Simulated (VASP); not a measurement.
# As (Pm-3m) in VASP: notebook

The runs below take As through single point, with BLYP, PBE, r2SCAN.

Program: VASP 6.6.1. These are calculated values, not measurements. Logs are shortened: lines on timing, memory, paths and dates and some standing lists are left out, and cuts for length are marked.

## Step 1: The cell of the first run

Symmetry: Pm-3m, No. 221, cubic system. Conventional cell: a = 2.704 Å, b = 2.704 Å, c = 2.704 Å, α = 90.00°, β = 90.00°, γ = 90.00°. As (site symmetry m-3m) has 6 As at 2.70 Å within 3.6 Å.

## Step 2: Single point, BLYP

File INCAR:

```
SYSTEM = As
PREC     = Accurate       ! precision mode
ENCUT    = 520            ! plane-wave cutoff, eV
EDIFF    = 1E-7           ! SCF threshold, eV
ISMEAR   = -1             ! smearing method
SIGMA    = 0.05           ! smearing width, eV
LREAL    = .FALSE.        ! projectors in reciprocal space
LASPH    = .TRUE.         ! aspherical terms in the spheres
NELM     = 80             ! most SCF steps
ALGO     = Normal         ! electronic algorithm
ISIF     = 2              ! what is computed and relaxed
LWAVE    = .FALSE.        ! write WAVECAR
LCHARG   = .FALSE.        ! write CHGCAR
GGA      = B5             ! functional
ALDAX    = 1.0          
AGGAX    = 1.0          
AGGAC    = 1.0          
ALDAC    = 0.0          
NBANDS   = 8              ! bands
```

File KPOINTS:

```
Automatic mesh
0
G
  10 10 10
  0 0 0
```

File POSCAR:

```
As
1.0
    2.7036817444      0.0000000000      0.0000000000
    0.0000000000      2.7036817444      0.0000000000
    0.0000000000      0.0000000000      2.7036817444
As
1
Direct
    0.5000000000      0.5000000000      0.5000000000
```

Potentials or basis: VASP PAW PBE potentials, release 64 (As).

Started as:

```console
$ cat potpaw_PBE.64/As/POTCAR > POTCAR
$ mpirun -np 1 vasp_std > vasp.out
```

OUTCAR:

```text
SYSTEM = As
   PREC = Accurate
   ENCUT = 520
   EDIFF = 1E-7
   ISMEAR = -1
   LREAL = .FALSE.
   LASPH = .TRUE.
   NELM = 80
   ISIF = 2
   GGA = B5

 ion  position               nearest neighbor table
   1  0.500  0.500  0.500-

  LATTYP: Found a simple cubic cell.
 ALAT       =     2.7036817444

  Lattice vectors:

 A1 = (   2.7036817444,   0.0000000000,   0.0000000000)
 A2 = (   0.0000000000,   2.7036817444,   0.0000000000)
 A3 = (   0.0000000000,   0.0000000000,   2.7036817444)

Analysis of symmetry for initial positions (statically):
=====================================================================
 Subroutine PRICEL returns:
 Original cell was already a primitive cell.

 Routine SETGRP: Setting up the symmetry group for a
 simple cubic supercell.

 Subroutine GETGRP returns: Found 48 space group operations
[... 9 lines left out ...]

 Routine SETGRP: Setting up the symmetry group for a
 simple cubic supercell.

 Subroutine GETGRP returns: Found 48 space group operations
[... 11 lines left out ...]
                                     Primitive cell

  volume of cell :      19.7636

  direct lattice vectors                    reciprocal lattice vectors
     2.703681744  0.000000000  0.000000000     0.369866018  0.000000000  0.000000000
     0.000000000  2.703681744  0.000000000     0.000000000  0.369866018  0.000000000
     0.000000000  0.000000000  2.703681744     0.000000000  0.000000000  0.369866018

  length of vectors
     2.703681744  2.703681744  2.703681744     0.369866018  0.369866018  0.369866018

  position of ions in fractional coordinates (direct lattice)
     0.500000000  0.500000000  0.500000000

  ion indices of the primitive-cell ions
   primitive index   ion index
                 1           1

----------------------------------------------------------------------------------------

 KPOINTS: Automatic mesh

Automatic generation of k-mesh.
 Grid dimensions read from file:
 generate k-points for:   10   10   10

 Generating k-lattice:

  Cartesian coordinates                     Fractional coordinates (reciprocal lattice)
     0.036986602  0.000000000  0.000000000     0.100000000  0.000000000  0.000000000
     0.000000000  0.036986602  0.000000000     0.000000000  0.100000000  0.000000000
     0.000000000  0.000000000  0.036986602     0.000000000  0.000000000  0.100000000

  Length of vectors
     0.036986602  0.036986602  0.036986602

  Shift w.r.t. Gamma in fractional coordinates (k-lattice)
     0.000000000  0.000000000  0.000000000

 Subroutine IBZKPT returns following result:
 ===========================================

 Found     56 irreducible k-points:

 Following reciprocal coordinates:
            Coordinates               Weight
  0.000000  0.000000  0.000000      1.000000
  0.100000  0.000000  0.000000      6.000000
  0.200000  0.000000  0.000000      6.000000
  0.300000  0.000000  0.000000      6.000000
  0.400000  0.000000  0.000000      6.000000
  0.500000  0.000000  0.000000      3.000000
[... 16 lines left out ...]
  0.200000  0.100000  0.100000     24.000000
  0.300000  0.100000  0.100000     24.000000
 [... further k-points ...]
   k-points           NKPTS =     56   k-points in BZ     NKDIM =     56   number of bands    NBANDS=      8
   number of dos      NEDOS =    301   number of ions     NIONS =      1
   total plane-waves  NPLWV =   8000
   dimension x,y,z NGX =    20 NGY =   20 NGZ =   20
   dimension x,y,z NGXF=    40 NGYF=   40 NGZF=   40
   ions per type =               1
   NGX,Y,Z   is equivalent  to a cutoff of  12.30, 12.30, 12.30 a.u.
   NGXF,Y,Z  is equivalent  to a cutoff of  24.60, 24.60, 24.60 a.u.
 SYSTEM =  As
   PREC   = accura    normal or accurate (medium, high low for compatibility)
   ISTART =      0    job   : 0-new  1-cont  2-samecut
   ICHARG =      2    charge: 1-file 2-atom 10-const
   ISPIN  =      1    spin polarized calculation?
   LNONCOLLINEAR =      F non collinear calculations
   LSORBIT =      F    spin-orbit coupling
   LASPH  =      T    aspherical Exc in radial PAW
   ENCUT  =  520.0 eV  38.22 Ry    6.18 a.u.   5.03  5.03  5.03*2*pi/ulx,y,z
   NELM   =     80;   NELMIN=  2; NELMDL= -5     # of ELM steps
   EDIFF  = 0.1E-06   stopping-criterion for ELM
   LREAL  =      F    real-space projection
   EDIFFG = 0.1E-05   stopping-criterion for IOM
   NSW    =      0    number of steps for IOM
   IBRION =     -1    ionic relax: 0-MD 1-quasi-New 2-CG
   NFREE  =      0    steps in history (QN), initial steepest desc. (CG)
   ISIF   =      2    stress and relaxation
   ISYM   =      2    0-nonsym 1-usesym 2-fastsym
   POTIM  = 0.5000    time-step for ionic-motion
   TEBEG  =    0.0;   TEEND  =   0.0 temperature during run
   PSTRESS=    0.0 pullay stress
   NELECT =       5.0000    total number of electrons
   NUPDOWN=      -1.0000    fix difference up-down
   EMIN   =  10.00;   EMAX   =-10.00  energy-range for DOS
[... 5 lines left out ...]
     AMIX     =   0.40;   BMIX     =  1.00
     AMIX_MAG =   1.60;   BMIX_MAG =  1.00
  volume/ion in A,a.u.               =      19.76       133.37
  Fermi-wavevector in a.u.,A,eV,Ry     =   1.035403  1.956627 14.586243  1.072059
  Thomas-Fermi vector in A             =   2.169744
   LORBIT       =      0    0 simple, 1 ext, 2 COOP (PROOUT), +10 PAW based schemes
   GGA     = B5    functional components
   LHFCALC =     F    Hartree Fock is set to
   AEXX    =    0.0000 exact exchange contribution
   IVDW    =     0    specifies the selected vdW correction
   LEPSILON=     F    determine dielectric tensor
   LRPA    =     F    only Hartree local field effects (RPA)
 non-spin polarized calculation
  energy-cutoff  :      520.00
  volume of cell :       19.76
 maximum number of plane-waves:       554
   NGX = 11   NGY = 11   NGZ = 11

 number of electron       5.0000001 magnetization

 Free energy of the ion-electron system (eV)
  ---------------------------------------------------
  ext. energy  EPLUGINS =         0.00000000
  ---------------------------------------------------
  free energy    TOTEN  =        -3.75261361 eV

  energy without entropy =       -3.75055306  energy(sigma->0) =       -3.75158334

 E-fermi :   6.3814     XC(G=0):  -9.7318

 val. band max:        6.2096927775   @ k =   0.5000   0.3000   0.3000
 cond. band min:       6.3865982722   @ k =   0.3000   0.3000   0.3000
 fundamental gap:      0.1769054947
 Fermi energy:         6.3813851319

 k-point     1 :       0.0000    0.0000    0.0000
  band No.  band energies     occupation
      1      -8.5789      2.00000
      2      10.4831      0.00000
      3      10.4831      0.00000
      4      10.4831      0.00000
      5      15.0695      0.00000
      6      15.0695      0.00000
      7      17.3719      0.00000
      8      31.3073      0.00000

 k-point     2 :       0.1000    0.0000    0.0000
  band No.  band energies     occupation
      1      -8.3968      2.00000
      2       8.5076      0.00000
      3      10.6422      0.00000
      4      10.6422      0.00000
      5      15.2312      0.00000
      6      16.3460      0.00000
      7      18.5577      0.00000
      8      29.0279      0.00000

 k-point     3 :       0.2000    0.0000    0.0000
  band No.  band energies     occupation
      1      -7.8612      2.00000
      2       5.4786      2.00000
      3      11.0954      0.00000
      4      11.0954      0.00000
      5      15.7031      0.00000
      6      17.2548      0.00000
      7      22.0082      0.00000
      8      26.1520      0.00000

 k-point     4 :       0.3000    0.0000    0.0000
  band No.  band energies     occupation
      1      -7.0201      2.00000
      2       2.7013      2.00000
      3      11.7547      0.00000
      4      11.7547      0.00000
      5      16.4303      0.00000
      6      18.2319      0.00000
      7      23.7040      0.00000
      8      23.7040      0.00000

 k-point     5 :       0.4000    0.0000    0.0000
  band No.  band energies     occupation
      1      -6.0430      2.00000
      2       0.5290      2.00000
      3      12.4146      0.00000
      4      12.4146      0.00000
      5      17.2392      0.00000
      6      19.5220      0.00000
      7      21.9601      0.00000
      8      21.9601      0.00000

 k-point     6 :       0.5000    0.0000    0.0000
  band No.  band energies     occupation
      1      -5.5050      2.00000
      2      -0.4118      2.00000
      3      12.7140      0.00000
      4      12.7140      0.00000
      5      17.6555      0.00000
      6      20.9313      0.00000
      7      21.2980      0.00000
      8      21.2980      0.00000

 k-point     7 :       0.1000    0.1000    0.0000
  band No.  band energies     occupation
      1      -8.2146      2.00000
      2       8.5032      0.00000
      3       8.8569      0.00000
      4      10.8010      0.00000
      5      15.9124      0.00000
      6      17.7312      0.00000
      7      19.0489      0.00000
      8      26.7833      0.00000
[... 133 lines left out ...]
 k-point    20 :       0.5000    0.4000    0.0000
  band No.  band energies     occupation
      1      -2.8842      2.00000
      2       1.7846      2.00000
      3       3.1600      2.00000
      4      10.0645      0.00000
      5      14.5493      0.00000
      6      22.0677      0.00000
      7      23.5003      0.00000
      8      24.5505      0.00000

 k-point    21 :       0.5000    0.5000    0.0000
  band No.  band energies     occupation
      1      -2.2859      2.00000
      2       2.1655      2.00000
      3       2.1655      2.00000
      4       9.2935      0.00000
      5      14.8235      0.00000
      6      22.8874      0.00000
      7      23.9301      0.00000
      8      23.9301      0.00000

 k-point    22 :       0.1000    0.1000    0.1000
  band No.  band energies     occupation
      1      -8.0325      2.00000
      2       8.6648      0.00000
      3       8.6648      0.00000
      4       9.2323      0.00000
      5      17.8879      0.00000
      6      17.8879      0.00000
      7      19.4000      0.00000
      8      26.8290      0.00000

 k-point    23 :       0.2000    0.1000    0.1000
  band No.  band energies     occupation
      1      -7.4969      2.00000
      2       5.8036      1.99998
      3       9.1278      0.00000
      4       9.5758      0.00000
      5      18.3401      0.00000
      6      19.1784      0.00000
      7      21.7670      0.00000
      8      23.8208      0.00000

 k-point    24 :       0.3000    0.1000    0.1000
  band No.  band energies     occupation
      1      -6.6555      2.00000
      2       3.0402      2.00000
      3       9.8101      0.00000
      4      10.3116      0.00000
      5      19.0122      0.00000
      6      19.1940      0.00000
      7      21.2983      0.00000
      8      22.0554      0.00000

 [... further k-points ...]
[... 5 lines left out ...]
  --------------------------------------------------------------------------------------
  -------------------------------------------------------------------------------------
  Total        1.1198239      1.1198239      1.1198239      0.0000000      0.0000000      0.0000000
  in kB       90.7807168     90.7807168     90.7807168      0.0000000      0.0000000      0.0000000
  external PRESSURE =      90.7807168 kB  Pullay stress =       0.0000000 kB

 VOLUME and BASIS-vectors are now :
 -----------------------------------------------------------------------------
  energy-cutoff  :      520.00
  volume of cell :       19.76
      direct lattice vectors                 reciprocal lattice vectors
     2.703681744  0.000000000  0.000000000     0.369866018  0.000000000  0.000000000
     0.000000000  2.703681744  0.000000000     0.000000000  0.369866018  0.000000000
     0.000000000  0.000000000  2.703681744     0.000000000  0.000000000  0.369866018

 POSITION                                       TOTAL-FORCE (eV/Angst)
 -----------------------------------------------------------------------------------
      1.35184      1.35184      1.35184         0.000000      0.000000      0.000000
 -----------------------------------------------------------------------------------
    total drift:                                0.000000     -0.000000      0.000000

  FREE ENERGIE OF THE ION-ELECTRON SYSTEM (eV)
  ---------------------------------------------------
  free  energy   TOTEN  =        -3.7526136123 eV

  energy  without entropy=       -3.7505530615  energy(sigma->0) =       -3.75158334
```

Wall time 18 s (1 thread of AMD EPYC 7R13, shared host); peak memory 0.09 GiB.

What came out:

| Property | Result |
| --- | --- |
| Free energy | -3.7526 eV |
| Pressure | 9.1 GPa |

Levels at points of the mesh, in eV from the Fermi level:
```csv
k point,band 1,band 2,band 3,band 4,band 5
"(0.00, 0.00, 0.00)",-14.96,4.10,4.10,4.10,8.69
"(0.50, 0.00, 0.00)",-11.89,-6.79,6.33,6.33,11.27
"(0.50, 0.50, 0.00)",-8.67,-4.22,-4.22,2.91,8.44
"(0.50, 0.50, 0.50)",-5.11,-1.85,-1.85,-1.85,6.23
```

Caveat: the PAW data sets were made with another functional, which shifts forces and pressure a little.

## Step 3: Single point, PBE

File INCAR:

```
PREC = Accurate
ENCUT = 520
EDIFF = 1E-6
ISMEAR = 0
SIGMA = 0.012
LREAL = False
LASPH = True
NELM = 80
ALGO = Normal
ISIF = 2
LWAVE = False
LCHARG = True
GGA = PE
LELF = True
LVHAR = True
NBANDS = 8
```

File KPOINTS:

```
regular mesh
0
Gamma
  10 10 10
```

POSCAR is that of step 2.

Potentials or basis: VASP PAW PBE potentials, release 64 (As).

Started as:

```console
$ cat potpaw_PBE.64/As/POTCAR > POTCAR
$ mpirun -np 1 vasp_std > vasp.out
```

It took 13 s on 1 thread of AMD EPYC 7R13, shared host; peak memory 0.09 GiB.

It converged, with:

- Free energy: -4.5675 eV
- Pressure: 2.5 GPa

Levels at points of the mesh, in eV from the Fermi level:
```tsv
k point	band 1	band 2	band 3	band 4	band 5
(0.00, 0.00, 0.00)	-14.96	4.17	4.17	4.17	8.51
(0.50, 0.00, 0.00)	-11.82	-6.92	6.47	6.47	11.19
(0.50, 0.50, 0.00)	-8.53	-4.25	-4.25	2.53	8.64
(0.50, 0.50, 0.50)	-4.90	-1.81	-1.81	-1.81	5.96
```

(Part 1 of 2 ends here.)
